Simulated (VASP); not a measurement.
# W (I4/mmm) in VASP: notebook

The runs below take W through single point, with PBEsol.

Everything below comes from runs of VASP 6.6.1. Logs are shortened: lines on timing, memory, paths and dates and some standing lists are left out, and cuts for length are marked.

### 1 The cell of the first run

Symmetry: I4/mmm, No. 139, tetragonal system. The conventional cell has a = 3.035 Å, b = 3.035 Å, c = 3.115 Å, α = 90.00°, β = 90.00°, γ = 90.00°. Within 3.5 Å of W (site symmetry 4/mmm) lie 14 W at 2.65 to 3.11 Å.

### 2 Single point, PBEsol (strain -0.050 along x and y, -0.025 along z)

Input file INCAR:

```
SYSTEM = W
PREC = Accurate
ENCUT = 520
EDIFF = 1E-6
ISMEAR = 0
SIGMA = 0.15
LREAL = .False.
LASPH = .True.
NELM = 100
ALGO = Normal
ISIF = 2
LWAVE = .False.
LCHARG = .False.
GGA = PS
NBANDS = 13
```

Input file KPOINTS:

```
regular mesh
0
Gamma
  20 20 20
  0 0 0
```

Input file POSCAR:

```
W
1.0
   -1.5174350000      1.5174350000      1.5573675000
    1.5174350000     -1.5174350000      1.5573675000
    1.5174350000      1.5174350000     -1.5573675000
W
1
Direct
    0.0000000000      0.0000000000      0.0000000000
```

Potentials or basis: VASP PAW PBE potentials, release 64 (W_sv).

The run is started by

```sh
$ cat potpaw_PBE.64/W_sv/POTCAR > POTCAR
$ mpirun -np 1 vasp_std > vasp.out
```

OUTCAR:

```text
SYSTEM = W
   PREC = Accurate
   ENCUT = 520
   EDIFF = 1E-6
   ISMEAR = 0
   LREAL = .False.
   LASPH = .True.
   NELM = 100
   ISIF = 2
   GGA = PS

 ion  position               nearest neighbor table
   1  0.000  0.000  0.000-

  LATTYP: Found a body centered tetragonal cell.
 ALAT       =     3.0348700000
 C/A-ratio  =     1.0263157895

  Lattice vectors:

 A1 = (  -1.5174350000,   1.5174350000,   1.5573675000)
 A2 = (   1.5174350000,  -1.5174350000,   1.5573675000)
 A3 = (   1.5174350000,   1.5174350000,  -1.5573675000)

Analysis of symmetry for initial positions (statically):
=====================================================================
 Subroutine PRICEL returns:
 Original cell was already a primitive cell.

 Routine SETGRP: Setting up the symmetry group for a
 body centered tetragonal supercell.

 Subroutine GETGRP returns: Found 16 space group operations
 (whereof 16 operations were pure point group operations)
 out of a pool of 16 trial point group operations.

The static configuration has the point symmetry D_4h.

Analysis of symmetry for dynamics (positions and initial velocities):
=====================================================================
 Subroutine PRICEL returns:
 Original cell was already a primitive cell.

 Routine SETGRP: Setting up the symmetry group for a
 body centered tetragonal supercell.

 Subroutine GETGRP returns: Found 16 space group operations
 (whereof 16 operations were pure point group operations)
 out of a pool of 16 trial point group operations.

The dynamic configuration has the point symmetry D_4h.

 Subroutine INISYM returns: Found 16 space group operations
 (whereof 16 operations are pure point group operations),
 and found     1 'primitive' translations

----------------------------------------------------------------------------------------

                                     Primitive cell

  volume of cell :      14.3440

  direct lattice vectors                    reciprocal lattice vectors
    -1.517435000  1.517435000  1.557367500     0.000000000  0.329503405  0.321054600
     1.517435000 -1.517435000  1.557367500     0.329503405  0.000000000  0.321054600
     1.517435000  1.517435000 -1.557367500     0.329503405  0.329503405  0.000000000

  length of vectors
     2.651530028  2.651530028  2.651530028     0.460052769  0.460052769  0.465988185

  position of ions in fractional coordinates (direct lattice)
     0.000000000  0.000000000  0.000000000

  ion indices of the primitive-cell ions
   primitive index   ion index
                 1           1

----------------------------------------------------------------------------------------

 KPOINTS: regular mesh

Automatic generation of k-mesh.
 Grid dimensions read from file:
 generate k-points for:   20   20   20

 Generating k-lattice:

  Cartesian coordinates                     Fractional coordinates (reciprocal lattice)
     0.000000000  0.016475170  0.016052730     0.050000000 -0.000000000  0.000000000
     0.016475170  0.000000000  0.016052730    -0.000000000  0.050000000  0.000000000
     0.016475170  0.016475170  0.000000000     0.000000000  0.000000000  0.050000000

  Length of vectors
     0.023002638  0.023002638  0.023299409

  Shift w.r.t. Gamma in fractional coordinates (k-lattice)
     0.000000000  0.000000000  0.000000000

 Subroutine IBZKPT returns following result:
 ===========================================

 Found    641 irreducible k-points:

 Following reciprocal coordinates:
            Coordinates               Weight
  0.000000  0.000000  0.000000      1.000000
  0.050000  0.000000  0.000000      8.000000
  0.100000  0.000000 -0.000000      8.000000
  0.150000 -0.000000  0.000000      8.000000
  0.200000  0.000000 -0.000000      8.000000
  0.250000 -0.000000  0.000000      8.000000
[... 16 lines left out ...]
 -0.400000  0.050000  0.000000     16.000000
 -0.350000  0.050000  0.000000     16.000000
 [... further k-points ...]
   k-points           NKPTS =    641   k-points in BZ     NKDIM =    641   number of bands    NBANDS=     13
   number of dos      NEDOS =    301   number of ions     NIONS =      1
   total plane-waves  NPLWV =   8000
   dimension x,y,z NGX =    20 NGY =   20 NGZ =   20
   dimension x,y,z NGXF=    40 NGYF=   40 NGZF=   40
   ions per type =               1
   NGX,Y,Z   is equivalent  to a cutoff of  12.54, 12.54, 12.54 a.u.
   NGXF,Y,Z  is equivalent  to a cutoff of  25.08, 25.08, 25.08 a.u.
 SYSTEM =  W
   PREC   = accura    normal or accurate (medium, high low for compatibility)
   ISTART =      0    job   : 0-new  1-cont  2-samecut
   ICHARG =      2    charge: 1-file 2-atom 10-const
   ISPIN  =      1    spin polarized calculation?
   LNONCOLLINEAR =      F non collinear calculations
   LSORBIT =      F    spin-orbit coupling
   LASPH  =      T    aspherical Exc in radial PAW
   ENCUT  =  520.0 eV  38.22 Ry    6.18 a.u.   4.93  4.93  4.93*2*pi/ulx,y,z
[... 117 lines left out ...]
     12      29.6738      0.00000
     13      30.0254      0.00000

 k-point     5 :       0.2000    0.0000   -0.0000
  band No.  band energies     occupation
      1     -61.1891      2.00000
      2     -25.3007      2.00000
      3     -24.8334      2.00000
      4     -24.6418      2.00000
      5       4.4613      2.00000
      6      10.3531      2.00000
      7      10.7774      2.00000
      8      13.4797      0.00000
      9      14.2608      0.00000
     10      15.4122      0.00000
     11      28.4222      0.00000
     12      30.8630      0.00000
     13      31.0683      0.00000

 k-point     6 :       0.2500   -0.0000    0.0000
  band No.  band energies     occupation
      1     -61.1571      2.00000
      2     -25.5805      2.00000
      3     -24.9201      2.00000
      4     -24.6428      2.00000
      5       5.1739      2.00000
      6       9.9472      2.00000
      7      10.6663      2.00000
      8      14.4022      0.00000
      9      14.5592      0.00000
     10      15.5000      0.00000
     11      27.9896      0.00000
     12      30.5855      0.00000
     13      32.7398      0.00000

 k-point     7 :       0.3000   -0.0000    0.0000
  band No.  band energies     occupation
      1     -61.1250      2.00000
      2     -25.8516      2.00000
      3     -25.0056      2.00000
      4     -24.6438      2.00000
      5       5.6791      2.00000
      6       9.5708      2.00000
      7      10.8922      2.00000
      8      14.6615      0.00000
      9      15.6531      0.00000
     10      15.8004      0.00000
     11      27.1145      0.00000
     12      29.4056      0.00000
     13      34.6338      0.00000
[... 193 lines left out ...]
 k-point    20 :       0.4500    0.0500    0.0000
  band No.  band energies     occupation
      1     -61.0527      2.00000
      2     -26.4063      2.00000
      3     -25.2030      2.00000
      4     -24.6645      2.00000
      5       5.9138      2.00000
      6       8.8548      2.00000
      7      13.4179      0.00000
      8      14.9527      0.00000
      9      16.4339      0.00000
     10      19.9002      0.00000
     11      24.7915      0.00000
     12      25.4808      0.00000
     13      31.3014      0.00000

 k-point    21 :       0.5000    0.0500   -0.0000
  band No.  band energies     occupation
      1     -61.0526      2.00000
      2     -26.4073      2.00000
      3     -25.2028      2.00000
      4     -24.6653      2.00000
      5       5.9133      2.00000
      6       8.8526      2.00000
      7      13.3948      0.00000
      8      14.9926      0.00000
      9      16.4506      0.00000
     10      19.8900      0.00000
     11      24.8104      0.00000
     12      25.4251      0.00000
     13      31.3116      0.00000

 k-point    22 :      -0.4500    0.0500   -0.0000
  band No.  band energies     occupation
      1     -61.0625      2.00000
      2     -26.3315      2.00000
      3     -25.1756      2.00000
      4     -24.6657      2.00000
      5       5.9631      2.00000
      6       8.9476      2.00000
      7      12.7140      1.77450
      8      15.0617      0.00000
      9      16.3187      0.00000
     10      19.1357      0.00000
     11      25.1881      0.00000
     12      26.0606      0.00000
     13      32.2857      0.00000

 k-point    23 :      -0.4000    0.0500    0.0000
  band No.  band energies     occupation
      1     -61.0815      2.00000
      2     -26.1847      2.00000
      3     -25.1237      2.00000
      4     -24.6655      2.00000
      5       6.0076      2.00000
      6       9.1361      2.00000
      7      11.8168      2.00000
      8      14.9194      0.00000
      9      16.1366      0.00000
     10      17.9484      0.00000
     11      25.8929      0.00000
     12      27.1875      0.00000
     13      33.9192      0.00000

 k-point    24 :      -0.3500    0.0500    0.0000
  band No.  band energies     occupation
      1     -61.1075      2.00000
      2     -25.9782      2.00000
      3     -25.0518      2.00000
      4     -24.6649      2.00000
      5       5.9242      2.00000
      6       9.4096      2.00000
      7      11.0299      2.00000
      8      14.6480      0.00000
      9      15.9342      0.00000
     10      16.6180      0.00000
     11      26.8219      0.00000
     12      28.5758      0.00000
     13      35.0723      0.00000

 [... further k-points ...]
[... 5 lines left out ...]
  --------------------------------------------------------------------------------------
  -------------------------------------------------------------------------------------
  Total        3.5637706      3.5637706      2.5994470      0.0000000     -0.0000000     -0.0000000
  in kB      398.0604486    398.0604486    290.3489470      0.0000000     -0.0000000     -0.0000000
  external PRESSURE =     362.1566147 kB  Pullay stress =       0.0000000 kB

 VOLUME and BASIS-vectors are now :
 -----------------------------------------------------------------------------
  energy-cutoff  :      520.00
  volume of cell :       14.34
      direct lattice vectors                 reciprocal lattice vectors
    -1.517435000  1.517435000  1.557367500     0.000000000  0.329503405  0.321054600
     1.517435000 -1.517435000  1.557367500     0.329503405  0.000000000  0.321054600
     1.517435000  1.517435000 -1.557367500     0.329503405  0.329503405  0.000000000

 POSITION                                       TOTAL-FORCE (eV/Angst)
 -----------------------------------------------------------------------------------
      0.00000      0.00000      0.00000        -0.000000      0.000000      0.000000
 -----------------------------------------------------------------------------------
    total drift:                                0.000000     -0.000000      0.000000

  FREE ENERGIE OF THE ION-ELECTRON SYSTEM (eV)
  ---------------------------------------------------
  free  energy   TOTEN  =       -13.6577129149 eV

  energy  without entropy=      -13.6532681790  energy(sigma->0) =      -13.65549055
```

Run time: 43 s. Hardware: 1 thread of Intel Xeon Platinum 8488C (Sapphire Rapids), shared host; peak memory 0.22 GiB.

What came out:

```
Free energy            : -13.6577 eV
Pressure               : 36.2 GPa
Band gap on the k mesh : zero (bands 7 and 8 overlap by 7.06 eV)
```

Stress tensor (GPa, compression positive):
```
39.81  0.00  0.00
 0.00 39.81  0.00
 0.00  0.00 29.03
```

Caveat: the cell differs from its parent crystal (strain -0.050 along x and y, -0.025 along z); the stress differs along the axes, from 29 to 40 GPa; the PAW data sets were made with another functional, which shifts forces and pressure a little; spin-orbit coupling is left out, which moves the levels of the heavy elements.

### 3 Single point, PBEsol (strain -0.050 along x and y, +0.000 along z)

Input file INCAR:

```
PREC = Accurate
ENCUT = 520
EDIFF = 1E-6
ISMEAR = 0
SIGMA = 0.15
LREAL = False
LASPH = True
NELM = 80
ALGO = Fast
ISIF = 2
LWAVE = False
LCHARG = False
GGA = PS
NBANDS = 13
```

Input file KPOINTS:

```
regular mesh
0
Gamma
  20 20 20
```

Input file POSCAR:

```
W
1.0
   -1.5174350000      1.5174350000      1.5973000000
    1.5174350000     -1.5174350000      1.5973000000
    1.5174350000      1.5174350000     -1.5973000000
W
1
Direct
    0.0000000000      0.0000000000      0.0000000000
```

Potentials or basis: VASP PAW PBE potentials, release 64 (W_sv).

The run is started by

```sh
$ cat potpaw_PBE.64/W_sv/POTCAR > POTCAR
$ mpirun -np 1 vasp_std > vasp.out
```

It took 56 s on 1 thread of Intel Xeon Platinum 8488C (Sapphire Rapids), shared host; peak memory 0.22 GiB.

Results (log left out):

- Free energy: -13.7049 eV
- Pressure: 25.2 GPa
- Band gap on the k mesh: zero (bands 7 and 8 overlap by 6.62 eV)

Stress tensor (GPa, compression positive):
```
31.62  0.00  0.00
 0.00 31.62  0.00
 0.00  0.00 12.42
```

Levels at points of the mesh, in eV from the Fermi level:
| k point | band 4 | band 5 | band 6 | band 7 | band 8 | band 9 | band 10 | band 11 |
| --- | --- | --- | --- | --- | --- | --- | --- | --- |
| (0.00, 0.00, 0.00) | -37.52 | -10.10 | -1.62 | -1.62 | -0.90 | 1.85 | 2.84 | 14.03 |
| (0.50, 0.00, 0.00) | -37.53 | -6.83 | -3.72 | 0.82 | 1.79 | 3.45 | 6.73 | 11.72 |
| (0.50, 0.50, 0.00) | -37.58 | -6.84 | -4.47 | 1.26 | 2.99 | 3.76 | 6.94 | 11.57 |
| (0.50, 0.50, 0.50) | -38.60 | -6.60 | -6.43 | 5.55 | 5.80 | 5.80 | 7.93 | 9.33 |

Caveat: the cell differs from its parent crystal (strain -0.050 along x and y, +0.000 along z); the stress differs along the axes, from 12 to 32 GPa; the PAW data sets were made with another functional, which shifts forces and pressure a little; spin-orbit coupling is left out, which moves the levels of the heavy elements.

### 4 Single point, PBEsol (strain -0.025 along x and y, -0.050 along z)

Input file INCAR:

```
PREC = Accurate ; ENCUT = 520
EDIFF = 1E-6 ; ISMEAR = 0
SIGMA = 0.15 ; LREAL = F
LASPH = T ; NELM = 100
ALGO = Normal ; ISIF = 2
LWAVE = F ; LCHARG = T
GGA = PS ; LELF = T
LVHAR = T ; NBANDS = 13
```

KPOINTS is that of step 3.

Input file POSCAR:

```
W
1.0
   -1.5573675000      1.5573675000      1.5174350000
    1.5573675000     -1.5573675000      1.5174350000
    1.5573675000      1.5573675000     -1.5174350000
W
1
Direct
    0.0000000000      0.0000000000      0.0000000000
```

The run is started by

```sh
$ cat potpaw_PBE.64/W_sv/POTCAR > POTCAR
$ mpirun -np 1 vasp_std > vasp.out
```

Run time: 45 s. Hardware: 1 thread of Intel Xeon Platinum 8488C (Sapphire Rapids), shared host; peak memory 0.22 GiB.

The run converged. Its results:

- Free energy: -13.7290 eV
- Pressure: 24.7 GPa
- Band gap on the k mesh: zero (bands 7 and 8 overlap by 6.98 eV)

Stress tensor (GPa, compression positive):
```
21.03  0.00  0.00
 0.00 21.03  0.00
 0.00  0.00 31.96
```

Levels at points of the mesh, in eV from the Fermi level:
```
           k point  band 5  band 6  band 7  band 8  band 9  band 10
(0.00, 0.00, 0.00)  -10.11   -1.68   -1.29   -1.29    2.08     2.61
(0.50, 0.00, 0.00)   -6.85   -4.14    1.02    2.41    3.54     6.82
(0.50, 0.50, 0.00)   -6.84   -3.74    0.79    1.96    3.20     6.74
(0.50, 0.50, 0.50)   -6.57   -6.49    5.64    5.64    5.77     8.59
```

Caveat: the cell differs from its parent crystal (strain -0.025 along x and y, -0.050 along z); the stress differs along the axes, from 21 to 32 GPa; the PAW data sets were made with another functional, which shifts forces and pressure a little; spin-orbit coupling is left out, which moves the levels of the heavy elements.

### 5 Single point, PBEsol (strain +0.000 along x and y, -0.050 along z)

Input file INCAR:

```
  PREC = Accurate
  ENCUT = 520
  EDIFF = 1E-6
  ISMEAR = 0
  SIGMA = 0.15
  LREAL = False
  LASPH = True
  NELM = 80
  ALGO = Normal
  ISIF = 2
  LWAVE = False
  LCHARG = False
  GGA = PS
  NBANDS = 13
```

KPOINTS is that of step 4.

Input file POSCAR:

```
W
1.0
   -1.5973000000      1.5973000000      1.5174350000
    1.5973000000     -1.5973000000      1.5174350000
    1.5973000000      1.5973000000     -1.5174350000
W
1
Direct
    0.0000000000      0.0000000000      0.0000000000
```

The run is started by

```sh
$ cat potpaw_PBE.64/W_sv/POTCAR > POTCAR
$ mpirun -np 1 vasp_std > vasp.out
```

Run time: 44 s. Hardware: 1 thread of Intel Xeon Platinum 8488C (Sapphire Rapids), shared host; peak memory 0.23 GiB.

The run converged. Its results:

```
Free energy            : -13.7751 eV
Pressure               : 5.5 GPa
Band gap on the k mesh : zero (bands 7 and 8 overlap by 6.52 eV)
```

Stress tensor (GPa, compression positive):
```
-0.85  0.00  0.00
 0.00 -0.85  0.00
 0.00  0.00 18.25
```

Levels at points of the mesh, in eV from the Fermi level:
```tsv
k point	band 4	band 5	band 6	band 7	band 8	band 9	band 10	band 11
(0.00, 0.00, 0.00)	-37.64	-9.81	-1.76	-1.03	-1.03	1.74	2.72	14.26
(0.50, 0.00, 0.00)	-37.70	-6.47	-3.94	0.91	2.26	3.59	6.36	11.47
(0.50, 0.50, 0.00)	-37.65	-6.48	-3.21	0.48	1.54	2.86	6.24	11.15
(0.50, 0.50, 0.50)	-38.52	-6.14	-6.00	5.25	5.25	5.48	7.95	7.95
```

Caveat: the cell differs from its parent crystal (strain +0.000 along x and y, -0.050 along z); the stress differs along the axes, from -1 to 18 GPa; the PAW data sets were made with another functional, which shifts forces and pressure a little; spin-orbit coupling is left out, which moves the levels of the heavy elements.

### 6 Overview

| cell | gap on the mesh (eV) | pressure (GPa) |
| --- | --- | --- |
| a = 2.652 Å, angles 110.2, 110.2, 108.1°, 1 atom | none | 36.2 |
| a = 2.675 Å, angles 110.9, 110.9, 106.7°, 1 atom | none | 25.2 |
| a = 2.675 Å, angles 108.8, 108.8, 110.9°, 1 atom | none | 24.7 |
| a = 2.721 Å, angles 108.1, 108.1, 112.2°, 1 atom | none | 5.5 |

Alike in all rows: task single point; level PBEsol; potentials or basis VASP PAW PBE potentials, release 64 (W_sv); no spin polarisation; k mesh 20 × 20 × 20; cutoff (eV) 520; smearing gaussian 0.15 eV.

Caveats: the PAW data sets were made with another functional, which shifts forces and pressure a little; spin-orbit coupling is left out, which moves the levels of the heavy elements; the stress differs along the axes, from 29 to 40 GPa (at least some runs); the stress differs along the axes, from 12 to 32 GPa (at least some runs); the stress differs along the axes, from 21 to 32 GPa (at least some runs); the stress differs along the axes, from -1 to 18 GPa (at least some runs).

Total energies depend on the potentials used, so only differences within one code and one set of settings carry meaning.
